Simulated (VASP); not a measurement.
BN: single point with PBE+D3(BJ)

The system is BN, a slab with vacuum.

```
B N
1.0
     2.50875    0.00144    0.00000
     1.25312    2.17337    0.00000
     0.00000    0.00000   32.60000
B N
2 2
Direct
  0.49998 0.49998 0.44868
  0.83332 0.83332 0.55131
  0.83332 0.83332 0.44865
  0.16665 0.16665 0.55136
```

```yaml
Program: VASP 6.6.1
Task: single point
Functional: PBE
Dispersion: D3(BJ)
Potentials_or_basis: VASP PAW PBE potentials, release 64 (B, N)
Cutoff: 520 eV
k_mesh: 10 × 10 × 1
Occupations: gaussian, width 0.02 eV
Spin: no spin polarisation
Dipole_correction: yes
Further_INCAR_settings: ALGO = Normal; EDIFF = 1e-07; NBANDS = 16
```

```json
{
 "Largest force": "0.004 eV/Å",
 "Band gap on the k mesh": "4.60 eV, indirect (least direct gap 4.80 eV)",
 "Dispersion energy per atom": "-0.105 eV"
}
```

Forces on the atoms (eV/Å):
```
B    0.000  0.000 -0.002
B    0.000  0.000  0.003
N    0.000  0.000  0.003
N    0.000  0.000 -0.004
```

Levels at points of the mesh, in eV from the valence-band top:
```
           k point  band 6  band 7  band 8  band 9  band 10  band 11
(0.00, 0.00, 0.00)   -1.32   -1.22   -1.22    4.87     5.36     5.92
(0.50, 0.00, 0.00)   -4.00   -1.01   -0.69    4.60     5.15     9.75
```

Wall time 42 s on 1 thread of Intel(R) Xeon(R) 6975P-C (Granite Rapids), on a shared host, peak memory 0.3 GiB.
